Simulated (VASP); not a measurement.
# Ni (Fm-3m) in VASP: notebook, part 2 of 2

VASP 6.6.1. Earlier steps stand in the parts before.

### Step 4. Single point, RPBE, collinear spin, ferromagnetic start

This run uses another cell than the first one, of 11.22 Å³/atom, 1.042 times its volume.

INCAR

```
PREC = Accurate
ENCUT = 520
EDIFF = 1E-7
ISMEAR = -1
SIGMA = 0.05
LREAL = False
LASPH = True
NELM = 150
ALGO = Normal
ISIF = 2
LWAVE = False
LCHARG = False
ISPIN = 2
MAGMOM = 0.691
LORBIT = 11
LMAXMIX = 4
GGA = RP
NBANDS = 15
```

KPOINTS

```
regular mesh
0
Gamma
  25 25 25
```

POSCAR

```
Ni
1.0
    0.0000000000      1.7766623063      1.7766623063
    1.7766623063      0.0000000000      1.7766623063
    1.7766623063      1.7766623063      0.0000000000
Ni
1
Direct
    0.0000000000      0.0000000000      0.0000000000
```

Potentials or basis: VASP PAW PBE potentials, release 64 (Ni).

Run with:

```
> cat potpaw_PBE.64/Ni/POTCAR > POTCAR
> mpirun -np 1 vasp_std > vasp.out
```

OUTCAR:

```text
PREC = Accurate
   ENCUT = 520
   EDIFF = 1E-7
   ISMEAR = -1
   LREAL = False
   LASPH = True
   NELM = 150
   ISIF = 2
   ISPIN = 2
   LORBIT = 11
   GGA = RP

 ion  position               nearest neighbor table
   1  0.000  0.000  0.000-

  LATTYP: Found a face centered cubic cell.
 ALAT       =     3.5533246126

  Lattice vectors:

 A1 = (   0.0000000000,   1.7766623063,   1.7766623063)
 A2 = (   1.7766623063,   0.0000000000,   1.7766623063)
 A3 = (   1.7766623063,   1.7766623063,   0.0000000000)

Analysis of symmetry for initial positions (statically):
=====================================================================
 Subroutine PRICEL returns:
 Original cell was already a primitive cell.

 Routine SETGRP: Setting up the symmetry group for a
 face centered cubic supercell.

 Subroutine GETGRP returns: Found 48 space group operations
 (whereof 48 operations were pure point group operations)
 out of a pool of 48 trial point group operations.

The static configuration has the point symmetry O_h .

[... 627 lines left out ...]
     10      36.1771      0.00000
     11      39.1179      0.00000
     12      39.1179      0.00000
     13      39.1179      0.00000
     14      41.8476      0.00000
[... 403 lines left out ...]
      4       8.0240      1.00000
      5       9.2150      0.11120
      6       9.3305      0.01226
      7      16.1643      0.00000
      8      30.7495      0.00000
      9      32.4486      0.00000
     10      33.4131      0.00000
     11      36.6913      0.00000
     12      37.4367      0.00000
     13      42.4076      0.00000
     14      51.3898      0.00000
     15      53.8119      0.00000

 [... further k-points ...]

------------------------ aborting loop because EDIFF is reached ----------------------------------------

  FORCE on cell =-STRESS in cart. coord.  units (eV):
  Direction    XX          YY          ZZ          XY          YZ          ZX
  --------------------------------------------------------------------------------------
  -------------------------------------------------------------------------------------
  Total        0.0065777      0.0065777      0.0065777      0.0000000      0.0000000     -0.0000000
  in kB        0.9395867      0.9395867      0.9395867      0.0000000      0.0000000     -0.0000000
  external PRESSURE =       0.9395867 kB  Pullay stress =       0.0000000 kB

 VOLUME and BASIS-vectors are now :
 -----------------------------------------------------------------------------
  energy-cutoff  :      520.00
  volume of cell :       11.22
      direct lattice vectors                 reciprocal lattice vectors
     0.000000000  1.776662306  1.776662306    -0.281426582  0.281426582  0.281426582
     1.776662306  0.000000000  1.776662306     0.281426582 -0.281426582  0.281426582
     1.776662306  1.776662306  0.000000000     0.281426582  0.281426582 -0.281426582

 POSITION                                       TOTAL-FORCE (eV/Angst)
 -----------------------------------------------------------------------------------
      0.00000      0.00000      0.00000         0.000000      0.000000      0.000000
 -----------------------------------------------------------------------------------
    total drift:                               -0.000000     -0.000000     -0.000000

  FREE ENERGIE OF THE ION-ELECTRON SYSTEM (eV)
  ---------------------------------------------------
  free  energy   TOTEN  =        -4.9602157765 eV

  energy  without entropy=       -4.9455632084  energy(sigma->0) =       -4.95288949

 total charge

# of ion       s       p       d       tot
------------------------------------------
    1        0.483   0.471   8.297   9.250

 magnetization (x)

# of ion       s       p       d       tot
------------------------------------------
    1       -0.007  -0.027   0.684   0.649
```

stdout:

```text
POSCAR found type information on POSCAR Ni
 POSCAR found :  1 types and       1 ions
 scaLAPACK will be used
 -----------------------------------------------------------------------------
|                                                                             |
|                                                                             |
|     You enforced a specific xc type in the INCAR file but a different       |
|     I HOPE YOU KNOW WHAT YOU ARE DOING!                                     |
|                                                                             |
 -----------------------------------------------------------------------------

 LDA part: xc-table for (Slater+PW92), standard interpolation
 POSCAR, INCAR and KPOINTS ok, starting setup
 FFT: planning ... GRIDC
 FFT: planning ... GRID_SOFT
 FFT: planning ... GRID
 WAVECAR not read
 entering main loop
```

Run time: 1.7 min. Hardware: 1 thread of AMD EPYC 9R45 (Zen 5), shared host; peak memory 0.19 GiB.

What came out:

| Property | Result |
| --- | --- |
| Free energy | -4.9602 eV |
| Pressure | 0.1 GPa |
| Net moment | 0.63 μB per cell |
| Site moments | Ni +0.65 μB |
| Valence electrons inside the program's atomic spheres | Ni 9.25 |

Levels at points of the mesh, in eV from the Fermi level:
Spin up:
| k point | band 2 | band 3 | band 4 | band 5 | band 6 | band 7 | band 8 | band 9 |
| --- | --- | --- | --- | --- | --- | --- | --- | --- |
| (0.00, 0.00, 0.00) | -2.38 | -2.38 | -2.38 | -1.25 | -1.25 | 23.42 | 27.11 | 27.11 |
Spin down:
```csv
k point,band 1,band 2,band 3,band 4,band 5,band 6,band 7,band 8,band 9,band 10
"(0.00, 0.00, 0.00)",-8.86,-1.60,-1.60,-1.60,-0.65,-0.65,23.21,27.07,27.07,27.07
```

Caveat: the PAW data sets were made with another functional, which shifts forces and pressure a little.

### Step 5. Single point, RPBE, collinear spin, ferromagnetic start (volume scaled by 1.04)

INCAR

```
SYSTEM = Ni
PREC     = Accurate       ! precision mode
ENCUT    = 520            ! plane-wave cutoff, eV
EDIFF    = 1E-7           ! SCF threshold, eV
ISMEAR   = -1             ! smearing method
SIGMA    = 0.05           ! smearing width, eV
LREAL    = .False.        ! projectors in reciprocal space
LASPH    = .True.         ! aspherical terms in the spheres
NELM     = 150            ! most SCF steps
ALGO     = Normal         ! electronic algorithm
ISIF     = 2              ! what is computed and relaxed
LWAVE    = .False.        ! write WAVECAR
LCHARG   = .False.        ! write CHGCAR
ISPIN    = 2              ! spin polarisation
MAGMOM   = 0.691          ! initial moments
LORBIT   = 11             ! projections on sites
LMAXMIX  = 4              ! l up to which the mixer works
GGA      = RP             ! functional
NBANDS   = 15             ! bands
```

KPOINTS

```
Automatic mesh
0
Gamma
  25 25 25
  0 0 0
```

POSCAR

```
Ni
1.0
    0.0000000000      1.8000421231      1.8000421231
    1.8000421231      0.0000000000      1.8000421231
    1.8000421231      1.8000421231      0.0000000000
Ni
1
Direct
    0.0000000000      0.0000000000      0.0000000000
```

Potentials or basis: VASP PAW PBE potentials, release 64 (Ni).

Run with:

```
> cat potpaw_PBE.64/Ni/POTCAR > POTCAR
> mpirun -np 1 vasp_std > vasp.out
```

OUTCAR:

```text
SYSTEM = Ni
   PREC = Accurate
   ENCUT = 520
   EDIFF = 1E-7
   ISMEAR = -1
   LREAL = .False.
   LASPH = .True.
   NELM = 150
   ISIF = 2
   ISPIN = 2
   LORBIT = 11
   GGA = RP

 ion  position               nearest neighbor table
   1  0.000  0.000  0.000-

  LATTYP: Found a face centered cubic cell.
 ALAT       =     3.6000842462

  Lattice vectors:

 A1 = (   0.0000000000,   1.8000421231,   1.8000421231)
 A2 = (   1.8000421231,   0.0000000000,   1.8000421231)
[... 1073 lines left out ...]
  -------------------------------------------------------------------------------------
  Total       -0.4492592     -0.4492592     -0.4492592      0.0000000      0.0000000      0.0000000
  in kB      -61.7063087    -61.7063087    -61.7063087      0.0000000      0.0000000      0.0000000
  external PRESSURE =     -61.7063087 kB  Pullay stress =       0.0000000 kB

 VOLUME and BASIS-vectors are now :
 -----------------------------------------------------------------------------
  energy-cutoff  :      520.00
  volume of cell :       11.66
      direct lattice vectors                 reciprocal lattice vectors
     0.000000000  1.800042123  1.800042123    -0.277771277  0.277771277  0.277771277
     1.800042123  0.000000000  1.800042123     0.277771277 -0.277771277  0.277771277
     1.800042123  1.800042123  0.000000000     0.277771277  0.277771277 -0.277771277

 POSITION                                       TOTAL-FORCE (eV/Angst)
 -----------------------------------------------------------------------------------
      0.00000      0.00000      0.00000         0.000000      0.000000      0.000000
 -----------------------------------------------------------------------------------
    total drift:                                0.000000     -0.000000      0.000000

  FREE ENERGIE OF THE ION-ELECTRON SYSTEM (eV)
  ---------------------------------------------------
  free  energy   TOTEN  =        -4.9513213951 eV

  energy  without entropy=       -4.9359075995  energy(sigma->0) =       -4.94361450

 total charge

# of ion       s       p       d       tot
------------------------------------------
    1        0.467   0.438   8.282   9.187

 magnetization (x)

# of ion       s       p       d       tot
------------------------------------------
    1       -0.007  -0.027   0.700   0.666
```

OSZICAR:

```text
N       E                     dE             d eps       ncg     rms          rms(c)
DAV:   1     0.338690706312E+02    0.33869E+02   -0.42354E+03 28873   0.844E+02
DAV:   2    -0.438709395816E+01   -0.38256E+02   -0.35542E+02 31066   0.160E+02
DAV:   3    -0.585671804331E+01   -0.14696E+01   -0.14525E+01 33180   0.309E+01
DAV:   4    -0.586667979729E+01   -0.99618E-02   -0.99600E-02 33397   0.242E+00
DAV:   5    -0.586682719312E+01   -0.14740E-03   -0.14739E-03 33933   0.265E-01    0.907E+00
DAV:   6    -0.532425307933E+01    0.54257E+00   -0.13588E+01 39438   0.392E+01    0.639E+00
DAV:   7    -0.496483954119E+01    0.35941E+00   -0.25984E+00 37815   0.156E+01    0.181E+00
DAV:   8    -0.495389399798E+01    0.10946E-01   -0.23737E-02 32647   0.106E+00    0.929E-01
DAV:   9    -0.495163814137E+01    0.22559E-02   -0.24011E-03 42676   0.335E-01    0.241E-01
DAV:  10    -0.495130973197E+01    0.32841E-03   -0.52674E-04 44441   0.139E-01    0.510E-02
DAV:  11    -0.495132169704E+01   -0.11965E-04   -0.13193E-04 39783   0.899E-02    0.312E-02
DAV:  12    -0.495132210383E+01   -0.40679E-06   -0.25048E-06 35129   0.142E-02    0.135E-02
DAV:  13    -0.495132155717E+01    0.54666E-06   -0.51170E-07 39674   0.759E-03    0.668E-03
DAV:  14    -0.495132144083E+01    0.11634E-06   -0.16193E-07 25544   0.355E-03    0.379E-04
DAV:  15    -0.495132139511E+01    0.45719E-07   -0.50980E-09 18172   0.523E-04
   1 F= -.49513214E+01 E0= -.49436145E+01  d E =-.154138E-01  mag=     0.6456
```

stdout:

```text
POSCAR found type information on POSCAR Ni
 POSCAR found :  1 types and       1 ions
 scaLAPACK will be used
 -----------------------------------------------------------------------------
|                                                                             |
|                                                                             |
|     You enforced a specific xc type in the INCAR file but a different       |
|     I HOPE YOU KNOW WHAT YOU ARE DOING!                                     |
|                                                                             |
 -----------------------------------------------------------------------------

 LDA part: xc-table for (Slater+PW92), standard interpolation
 POSCAR, INCAR and KPOINTS ok, starting setup
 FFT: planning ... GRIDC
 FFT: planning ... GRID_SOFT
 FFT: planning ... GRID
 WAVECAR not read
 entering main loop
```

Wall time 75 s (1 thread of Intel Xeon 6975P-C (Granite Rapids), shared host); peak memory 0.23 GiB.

What came out:

```yaml
Free_energy: -4.9513 eV
Pressure: -6.2 GPa
Net_moment: 0.65 μB per cell
Site_moments: Ni +0.67 μB
Valence_electrons_inside_the_program's_atomic_spheres: Ni 9.19
```

Levels at points of the mesh, in eV from the Fermi level:
Spin up:
| k point | band 2 | band 3 | band 4 | band 5 | band 6 | band 7 | band 8 | band 9 |
| --- | --- | --- | --- | --- | --- | --- | --- | --- |
| (0.00, 0.00, 0.00) | -2.30 | -2.30 | -2.30 | -1.23 | -1.23 | 23.08 | 26.48 | 26.48 |
Spin down:
| k point | band 3 | band 4 | band 5 | band 6 | band 7 | band 8 |
| --- | --- | --- | --- | --- | --- | --- |
| (0.00, 0.00, 0.00) | -1.50 | -1.50 | -0.62 | -0.62 | 22.86 | 26.43 |

Caveat: the cell differs from its parent crystal (volume scaled by 1.04); the PAW data sets were made with another functional, which shifts forces and pressure a little.

### Step 6. Single point, RPBE, collinear spin, ferromagnetic start (volume scaled by 1.08)

INCAR

```
SYSTEM = Ni
  ALGO = Normal
  EDIFF = 1E-7
  ENCUT = 520
  GGA = RP
  ISIF = 2
  ISMEAR = -1
  ISPIN = 2
  LASPH = .True.
  LCHARG = .True.
  LELF = .True.
  LMAXMIX = 4
  LORBIT = 11
  LREAL = .False.
  LVHAR = .True.
  LWAVE = .False.
  MAGMOM = 0.691
  NBANDS = 15
  NELM = 150
  PREC = Accurate
  SIGMA = 0.05
```

KPOINTS

```
k-points
0
Gamma
  25 25 25
  0 0 0
```

POSCAR

```
Ni
1.0
    0.0000000000      1.8228298855      1.8228298855
    1.8228298855      0.0000000000      1.8228298855
    1.8228298855      1.8228298855      0.0000000000
Ni
1
Direct
    0.0000000000      0.0000000000      0.0000000000
```

Potentials or basis: VASP PAW PBE potentials, release 64 (Ni).

Run with:

```
> cat potpaw_PBE.64/Ni/POTCAR > POTCAR
> mpirun -np 1 vasp_std > vasp.out
```

Wall time 77 s (1 thread of Intel Xeon 6975P-C (Granite Rapids), shared host); peak memory 0.23 GiB.

The run converged. Its results:

```yaml
Free_energy: -4.9269 eV
Pressure: -11.1 GPa
Net_moment: 0.66 μB per cell
Site_moments: Ni +0.69 μB
Valence_electrons_inside_the_program's_atomic_spheres: Ni 9.13
```

Levels at points of the mesh, in eV from the Fermi level:
Spin up:
```csv
k point,band 3,band 4,band 5,band 6,band 7,band 8
"(0.00, 0.00, 0.00)",-2.23,-2.23,-1.21,-1.21,22.75,25.86
```
Spin down:
```
           k point  band 2  band 3  band 4  band 5  band 6  band 7  band 8  band 9
(0.00, 0.00, 0.00)   -1.41   -1.41   -1.41   -0.59   -0.59   22.52   25.82   25.82
```

Caveat: the cell differs from its parent crystal (volume scaled by 1.08); the PAW data sets were made with another functional, which shifts forces and pressure a little.

### Step 7. Single point, RPBE, collinear spin, ferromagnetic start (volume scaled by 1.12)

INCAR

```
PREC     = Accurate       # precision mode
ENCUT    = 520            # plane-wave cutoff, eV
EDIFF    = 1E-6           # SCF threshold, eV
ISMEAR   = -1             # smearing method
SIGMA    = 0.05           # smearing width, eV
LREAL    = F              # projectors in reciprocal space
LASPH    = T              # aspherical terms in the spheres
NELM     = 150            # most SCF steps
ALGO     = Normal         # electronic algorithm
ISIF     = 2              # what is computed and relaxed
LWAVE    = F              # write WAVECAR
LCHARG   = F              # write CHGCAR
ISPIN    = 2              # spin polarisation
MAGMOM   = 0.691          # initial moments
LORBIT   = 11             # projections on sites
LMAXMIX  = 4              # l up to which the mixer works
GGA      = RP             # functional
NBANDS   = 15             # bands
```

KPOINTS

```
regular mesh
0
Gamma
  25 25 25
```

POSCAR

```
Ni
1.0
    0.0000000000      1.8450617093      1.8450617093
    1.8450617093      0.0000000000      1.8450617093
    1.8450617093      1.8450617093      0.0000000000
Ni
1
Direct
    0.0000000000      0.0000000000      0.0000000000
```

Run with:

```
> cat potpaw_PBE.64/Ni/POTCAR > POTCAR
> mpirun -np 1 vasp_std > vasp.out
```

Wall time 62 s (1 thread of Intel Xeon 6975P-C (Granite Rapids), shared host); peak memory 0.23 GiB.

Results (log left out):

```yaml
Free_energy: -4.8903 eV
Pressure: -14.8 GPa
Net_moment: 0.68 μB per cell
Site_moments: Ni +0.70 μB
Valence_electrons_inside_the_program's_atomic_spheres: Ni 9.08
```

Levels at points of the mesh, in eV from the Fermi level:
Spin up:
| k point | band 2 | band 3 | band 4 | band 5 | band 6 | band 7 | band 8 | band 9 |
| --- | --- | --- | --- | --- | --- | --- | --- | --- |
| (0.00, 0.00, 0.00) | -2.17 | -2.17 | -2.17 | -1.19 | -1.19 | 22.44 | 25.28 | 25.28 |
Spin down:
```csv
k point,band 2,band 3,band 4,band 5,band 6,band 7,band 8,band 9
"(0.00, 0.00, 0.00)",-1.33,-1.33,-1.33,-0.56,-0.56,22.19,25.24,25.24
```

Caveat: the cell differs from its parent crystal (volume scaled by 1.12); the PAW data sets were made with another functional, which shifts forces and pressure a little.

### Step 8. The runs side by side

```tsv
cell	gap on the mesh (eV)	pressure (GPa)	moment (μB)
a = 2.479 Å, angles 60.0°, 1 atom	none	8.1	0.62
a = 2.513 Å, angles 60.0°, 1 atom	none	0.1	0.63
a = 2.546 Å, angles 60.0°, 1 atom	none	-6.2	0.65
a = 2.578 Å, angles 60.0°, 1 atom	none	-11.1	0.66
a = 2.609 Å, angles 60.0°, 1 atom	none	-14.8	0.68
```

Alike in all rows: task single point; level RPBE; potentials or basis VASP PAW PBE potentials, release 64 (Ni); spin collinear, ferromagnetic start; k mesh 25 × 25 × 25; cutoff (eV) 520; smearing fermi-dirac 0.05 eV.

Caveats: the PAW data sets were made with another functional, which shifts forces and pressure a little.

Absolute energies hang on the potentials; compare differences alone.
